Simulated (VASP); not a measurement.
Here is a VASP 6.6.1 calculation.

File INCAR:

```
SYSTEM = Mg2NCl
ALGO = Normal ; EDIFF = 1E-7
ENCUT = 520 ; GGA = PS
ISIF = 2 ; ISMEAR = -1
IVDW = 12 ; LASPH = .True.
LCHARG = .False. ; LREAL = .False.
LWAVE = .False. ; NBANDS = 16
NELM = 100 ; PREC = Accurate
SIGMA = 0.3
```

Contents of KPOINTS:

```
k-points
0
Gamma
  7 7 7
  0 0 0
```

The input POSCAR:

```
Mg2NCl
1.0
    1.6743921431      0.9667102106      6.0525906301
   -1.6743921431      0.9667102106      6.0525906301
    0.0000000000     -1.9334214294      6.0525906301
Mg N Cl
2 1 1
Direct
    0.2228150000      0.2228150000      0.2228150000
    0.7771850000      0.7771850000      0.7771850000
    0.5000000000      0.5000000000      0.5000000000
    0.0000000000      0.0000000000      0.0000000000
```

Potentials or basis: VASP PAW PBE potentials, release 64 (Mg, N, Cl).

Command:

```sh
$ cat potpaw_PBE.64/Mg/POTCAR potpaw_PBE.64/N/POTCAR potpaw_PBE.64/Cl/POTCAR > POTCAR
$ mpirun -np 1 vasp_std > vasp.out
```

(1) What does it give for the dispersion energy per atom?

(2) What does it give for the pressure?

(3) What does it give for the largest force?

(4) Estimate the band gap on the k mesh.

Answers

(1) -0.237 eV.

(2) -7.5 GPa.

(3) 0.154 eV/Å.

(4) 2.00 eV, direct.

Caveat: three body term missing; the PAW data sets were made with another functional, which shifts forces and pressure a little.
